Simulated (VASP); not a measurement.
# C (Pm-3m) in VASP: single point with PBEsol

Aim: the single point of C with PBEsol.

Program: VASP 6.6.1. These are calculated values, not measurements. Logs are shortened: lines on timing, memory, paths and dates and some standing lists are left out, and cuts for length are marked.

## (1) The cell of the first run

It takes space group Pm-3m (No. 221, cubic). The conventional cell has a = 4.348 Å, b = 4.348 Å, c = 4.348 Å, α = 90.00°, β = 90.00°, γ = 90.00°. C (site symmetry m-3m) has 6 C at 4.35 Å within 5.7 Å.

## (2) Single point, PBEsol

INCAR

```
SYSTEM = C
PREC = Accurate
ENCUT = 600
EDIFF = 1E-6
ISMEAR = 1
SIGMA = 0.05
LREAL = .False.
LASPH = .True.
NELM = 120
ALGO = Normal
ISIF = 2
LWAVE = .False.
LCHARG = .False.
GGA = PS
NBANDS = 8
GGA_COMPAT = .False.
```

KPOINTS

```
regular mesh
0
Gamma
  5 5 5
  0 0 0
```

POSCAR

```
C
1.0
    4.3480430000      0.0000000000      0.0000000000
    0.0000000000      4.3480430000      0.0000000000
    0.0000000000      0.0000000000      4.3480430000
C
1
Direct
    0.5000000000      0.5000000000      0.5000000000
```

Potentials or basis: VASP PAW PBE potentials, release 64 (C).

Command:

```bash
cat potpaw_PBE.64/C/POTCAR > POTCAR
mpirun -np 1 vasp_std > vasp.out
```

OUTCAR:

```text
SYSTEM = C
   PREC = Accurate
   ENCUT = 600
   EDIFF = 1E-6
   ISMEAR = 1
   LREAL = .False.
   LASPH = .True.
   NELM = 120
   ISIF = 2
   GGA = PS

 ion  position               nearest neighbor table
   1  0.500  0.500  0.500-

  LATTYP: Found a simple cubic cell.
 ALAT       =     4.3480430000

  Lattice vectors:

 A1 = (   4.3480430000,   0.0000000000,   0.0000000000)
 A2 = (   0.0000000000,   4.3480430000,   0.0000000000)
 A3 = (   0.0000000000,   0.0000000000,   4.3480430000)

Analysis of symmetry for initial positions (statically):
=====================================================================
 Subroutine PRICEL returns:
 Original cell was already a primitive cell.

 Routine SETGRP: Setting up the symmetry group for a
 simple cubic supercell.

 Subroutine GETGRP returns: Found 48 space group operations
 (whereof 48 operations were pure point group operations)
 out of a pool of 48 trial point group operations.

The static configuration has the point symmetry O_h .

Analysis of symmetry for dynamics (positions and initial velocities):
=====================================================================
 Subroutine PRICEL returns:
 Original cell was already a primitive cell.

 Routine SETGRP: Setting up the symmetry group for a
 simple cubic supercell.

 Subroutine GETGRP returns: Found 48 space group operations
 (whereof 48 operations were pure point group operations)
 out of a pool of 48 trial point group operations.

The dynamic configuration has the point symmetry O_h .

 Subroutine INISYM returns: Found 48 space group operations
 (whereof 48 operations are pure point group operations),
 and found     1 'primitive' translations

----------------------------------------------------------------------------------------

                                     Primitive cell

  volume of cell :      82.2018

  direct lattice vectors                    reciprocal lattice vectors
     4.348043000  0.000000000  0.000000000     0.229988526  0.000000000  0.000000000
     0.000000000  4.348043000  0.000000000     0.000000000  0.229988526  0.000000000
     0.000000000  0.000000000  4.348043000     0.000000000  0.000000000  0.229988526

  length of vectors
     4.348043000  4.348043000  4.348043000     0.229988526  0.229988526  0.229988526

  position of ions in fractional coordinates (direct lattice)
     0.500000000  0.500000000  0.500000000

  ion indices of the primitive-cell ions
   primitive index   ion index
                 1           1

----------------------------------------------------------------------------------------

 KPOINTS: regular mesh

Automatic generation of k-mesh.
 Grid dimensions read from file:
 generate k-points for:    5    5    5

 Generating k-lattice:

  Cartesian coordinates                     Fractional coordinates (reciprocal lattice)
     0.045997705  0.000000000  0.000000000     0.200000000  0.000000000  0.000000000
     0.000000000  0.045997705  0.000000000     0.000000000  0.200000000  0.000000000
     0.000000000  0.000000000  0.045997705     0.000000000  0.000000000  0.200000000

  Length of vectors
     0.045997705  0.045997705  0.045997705

  Shift w.r.t. Gamma in fractional coordinates (k-lattice)
     0.000000000  0.000000000  0.000000000

 Subroutine IBZKPT returns following result:
 ===========================================

 Found     10 irreducible k-points:

 Following reciprocal coordinates:
            Coordinates               Weight
  0.000000  0.000000  0.000000      1.000000
  0.200000  0.000000  0.000000      6.000000
  0.400000  0.000000  0.000000      6.000000
  0.200000  0.200000  0.000000     12.000000
  0.400000  0.200000  0.000000     24.000000
  0.400000  0.400000  0.000000     12.000000
  0.200000  0.200000  0.200000      8.000000
  0.400000  0.200000  0.200000     24.000000
  0.400000  0.400000  0.200000     24.000000
  0.400000  0.400000  0.400000      8.000000
   k-points           NKPTS =     10   k-points in BZ     NKDIM =     10   number of bands    NBANDS=      8
   number of dos      NEDOS =    301   number of ions     NIONS =      1
   total plane-waves  NPLWV =  46656
   dimension x,y,z NGX =    36 NGY =   36 NGZ =   36
   dimension x,y,z NGXF=    72 NGYF=   72 NGZF=   72
   ions per type =               1
   NGX,Y,Z   is equivalent  to a cutoff of  13.76, 13.76, 13.76 a.u.
   NGXF,Y,Z  is equivalent  to a cutoff of  27.53, 27.53, 27.53 a.u.
 SYSTEM =  C
   PREC   = accura    normal or accurate (medium, high low for compatibility)
   ISTART =      0    job   : 0-new  1-cont  2-samecut
   ICHARG =      2    charge: 1-file 2-atom 10-const
   ISPIN  =      1    spin polarized calculation?
   LNONCOLLINEAR =      F non collinear calculations
   LSORBIT =      F    spin-orbit coupling
   LASPH  =      T    aspherical Exc in radial PAW
   ENCUT  =  600.0 eV  44.10 Ry    6.64 a.u.   8.68  8.68  8.68*2*pi/ulx,y,z
   NELM   =    120;   NELMIN=  2; NELMDL= -5     # of ELM steps
   EDIFF  = 0.1E-05   stopping-criterion for ELM
   LREAL  =      F    real-space projection
   EDIFFG = 0.1E-04   stopping-criterion for IOM
   NSW    =      0    number of steps for IOM
   IBRION =     -1    ionic relax: 0-MD 1-quasi-New 2-CG
   NFREE  =      0    steps in history (QN), initial steepest desc. (CG)
   ISIF   =      2    stress and relaxation
   ISYM   =      2    0-nonsym 1-usesym 2-fastsym
   POTIM  = 0.5000    time-step for ionic-motion
   TEBEG  =    0.0;   TEEND  =   0.0 temperature during run
   PSTRESS=    0.0 pullay stress
   NELECT =       4.0000    total number of electrons
   NUPDOWN=      -1.0000    fix difference up-down
   EMIN   =  10.00;   EMAX   =-10.00  energy-range for DOS
   EFERMI =   0.00;   METHOD = LEGACY
   ISMEAR =     1;   SIGMA  =   0.05  broadening in eV -4-tet -1-fermi 0-gaus
   EFERMI_NEDOS =   21; number of points for ismear=-14 and -15
   IALGO  =     38    algorithm
   IMIX   =      4    mixing-type and parameters
     AMIX     =   0.40;   BMIX     =  1.00
     AMIX_MAG =   1.60;   BMIX_MAG =  1.00
  volume/ion in A,a.u.               =      82.20       554.73
  Fermi-wavevector in a.u.,A,eV,Ry     =   0.597679  1.129449  4.860268  0.357220
  Thomas-Fermi vector in A             =   1.648495
   LORBIT       =      0    0 simple, 1 ext, 2 COOP (PROOUT), +10 PAW based schemes
   GGA     = PS    functional components
   LHFCALC =     F    Hartree Fock is set to
   AEXX    =    0.0000 exact exchange contribution
   IVDW    =     0    specifies the selected vdW correction
   LEPSILON=     F    determine dielectric tensor
   LRPA    =     F    only Hartree local field effects (RPA)
 non-spin polarized calculation
 Methfessel and Paxton  Order N= 1 SIGMA  =   0.05
  energy-cutoff  :      600.00
  volume of cell :       82.20
 maximum number of plane-waves:      2777
 NGX is ok and might be reduce to    36
   NGX = 17   NGY = 17   NGZ = 17

 number of electron       4.0000000 magnetization

 Free energy of the ion-electron system (eV)
  ---------------------------------------------------
  ext. energy  EPLUGINS =         0.00000000
  ---------------------------------------------------
  free energy    TOTEN  =        -0.47817451 eV

  energy without entropy =       -0.47795125  energy(sigma->0) =       -0.47810009

 E-fermi :  -4.5058     XC(G=0):  -3.7888

 val. band max:       -4.5277183891   @ k =   0.4000   0.4000   0.2000
 cond. band min:      -4.4891711533   @ k =   0.4000   0.4000   0.4000
 fundamental gap:      0.0385472358
 Fermi energy:        -4.5057979009

 k-point     1 :       0.0000    0.0000    0.0000
  band No.  band energies     occupation
      1     -12.9024      2.00000
      2      -4.1414     -0.00000
      3      -4.1414     -0.00000
      4      -4.1414     -0.00000
      5       0.2744      0.00000
      6       5.4987      0.00000
      7       5.4987      0.00000
      8       8.0250      0.00000

 k-point     2 :       0.2000    0.0000    0.0000
  band No.  band energies     occupation
      1     -12.8769      2.00000
      2      -4.3666     -0.00059
      3      -4.1228     -0.00000
      4      -4.1228     -0.00000
      5       0.6929      0.00000
      6       4.7199      0.00000
      7       5.7732      0.00000
      8       7.9654      0.00000

 k-point     3 :       0.4000    0.0000    0.0000
  band No.  band energies     occupation
      1     -12.8349      2.00000
      2      -4.6908      2.00000
      3      -4.0924     -0.00000
      4      -4.0924     -0.00000
      5       1.7362      0.00000
      6       3.1677      0.00000
      7       6.4615      0.00000
      8       7.8185      0.00000

 k-point     4 :       0.2000    0.2000    0.0000
  band No.  band energies     occupation
      1     -12.8522      2.00000
      2      -4.3630     -0.00041
      3      -4.3083     -0.00000
      4      -4.1050     -0.00000
      5       1.0713      0.00000
      6       4.8896      0.00000
      7       5.0994      0.00000
      8       7.2796      0.00000

 k-point     5 :       0.4000    0.2000    0.0000
  band No.  band energies     occupation
      1     -12.8115      2.00000
      2      -4.6468      2.00049
      3      -4.2845     -0.00000
      4      -4.0758     -0.00000
      5       2.0174      0.00000
      6       3.4361      0.00000
      7       5.6636      0.00000
      8       6.7771      0.00000

 k-point     6 :       0.4000    0.4000    0.0000
  band No.  band energies     occupation
      1     -12.7729      2.00000
      2      -4.5806      2.05568
      3      -4.5624      2.06795
      4      -4.0486     -0.00000
      5       2.5927      0.00000
      6       4.0484      0.00000
      7       4.4116      0.00000
      8       5.7379      0.00000

 k-point     7 :       0.2000    0.2000    0.2000
  band No.  band energies     occupation
      1     -12.8283      2.00000
      2      -4.3547     -0.00016
      3      -4.2831     -0.00000
      4      -4.2831     -0.00000
      5       1.4122      0.00000
      6       5.0583      0.00000
      7       5.0583      0.00000
      8       6.1961      0.00000

 k-point     8 :       0.4000    0.2000    0.2000
  band No.  band energies     occupation
      1     -12.7887      2.00000
      2      -4.6059      2.01587
      3      -4.2775     -0.00000
      4      -4.2416     -0.00000
      5       2.2659      0.00000
      6       3.7163      0.00000
      7       5.5203      0.00000
      8       6.6800      0.00000

 k-point     9 :       0.4000    0.4000    0.2000
  band No.  band energies     occupation
      1     -12.7512      2.00000
      2      -4.5445      1.96655
      3      -4.5277      1.66884
      4      -4.2184     -0.00000
      5       2.8348      0.00000
      6       4.3145      0.00000
      7       4.4229      0.00000
      8       6.0204      0.00000

 k-point    10 :       0.4000    0.4000    0.4000
  band No.  band energies     occupation
      1     -12.7155      2.00000
      2      -4.4892      0.47019
      3      -4.4701      0.07017
      4      -4.4701      0.07017
      5       3.4620      0.00000
      6       4.4373      0.00000
      7       4.4373      0.00000
      8       5.9798      0.00000

------------------------ aborting loop because EDIFF is reached ----------------------------------------

  FORCE on cell =-STRESS in cart. coord.  units (eV):
  Direction    XX          YY          ZZ          XY          YZ          ZX
  --------------------------------------------------------------------------------------
  -------------------------------------------------------------------------------------
  Total       -0.8515123     -0.8515123     -0.8515123      0.0000000     -0.0000000      0.0000000
  in kB      -16.5966332    -16.5966332    -16.5966332      0.0000000     -0.0000000      0.0000000
  external PRESSURE =     -16.5966332 kB  Pullay stress =       0.0000000 kB

 VOLUME and BASIS-vectors are now :
 -----------------------------------------------------------------------------
  energy-cutoff  :      600.00
  volume of cell :       82.20
      direct lattice vectors                 reciprocal lattice vectors
     4.348043000  0.000000000  0.000000000     0.229988526  0.000000000  0.000000000
     0.000000000  4.348043000  0.000000000     0.000000000  0.229988526  0.000000000
     0.000000000  0.000000000  4.348043000     0.000000000  0.000000000  0.229988526

 POSITION                                       TOTAL-FORCE (eV/Angst)
 -----------------------------------------------------------------------------------
      2.17402      2.17402      2.17402         0.000000      0.000000      0.000000
 -----------------------------------------------------------------------------------
    total drift:                                0.000000      0.000000      0.000000

  FREE ENERGIE OF THE ION-ELECTRON SYSTEM (eV)
  ---------------------------------------------------
  free  energy   TOTEN  =        -0.4781745119 eV

  energy  without entropy=       -0.4779512497  energy(sigma->0) =       -0.47810009
```

It took 11 s on 1 thread of Intel Xeon 8259CL, shared host; peak memory 0.18 GiB.

What came out:

```
Free energy            : -0.4782 eV
Pressure               : -1.7 GPa
Band gap on the k mesh : zero (band 2 reaches -4.14 eV, above the bottom of band 3 at -4.56 eV)
```

Levels at points of the mesh, in eV from the Fermi level:
```csv
k point,band 1,band 2,band 3,band 4,band 5,band 6
"(0.00, 0.00, 0.00)",-8.40,0.36,0.36,0.36,4.78,10.00
```

Caveat: the PAW data sets were made with another functional, which shifts forces and pressure a little.
